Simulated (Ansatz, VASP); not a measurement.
# CdTe: VASP beside Ansatz

```
CELL_PARAMETERS angstrom
0.00000 3.20500 3.20500
3.20500 0.00000 3.20500
3.20500 3.20500 0.00000
ATOMIC_POSITIONS crystal
Te 0.75000 0.75000 0.75000
Cd 0.00000 0.00000 0.00000
```

Alike in both runs: functional r2SCANh; k mesh 4 × 4 × 4; occupations fermi-dirac, width 0.05 eV; no spin polarisation.

```csv
,VASP,Ansatz
version,VASP 6.6.1,Ansatz 0.2.0
potentials or method,"VASP PAW PBE potentials, release 64 (Te, Cd)",Ansatz PAW
plane-wave cutoff (eV),520,500
valence electrons in the cell,18,36
task,single point,band structure
```

Ansatz gave:

- gap on the k mesh at the Fermi level (eV): 1.90
- least direct gap on the mesh (eV): 1.90
- pressure (GPa): 3.2

Problem. Estimate VASP's values.

Solution. gap on the k mesh at the Fermi level (eV): 1.89; least direct gap on the mesh (eV): 1.89; pressure (GPa): 3.3.

VASP's potentials were made for PBE, not for r2SCANh. VASP's potentials hold 18 valence electrons a cell and Ansatz's 36, so a difference there can come from the potentials and not from the codes.

The k mesh is coarse, so the values compare programs but aren't converged. Spin-orbit coupling is off throughout.
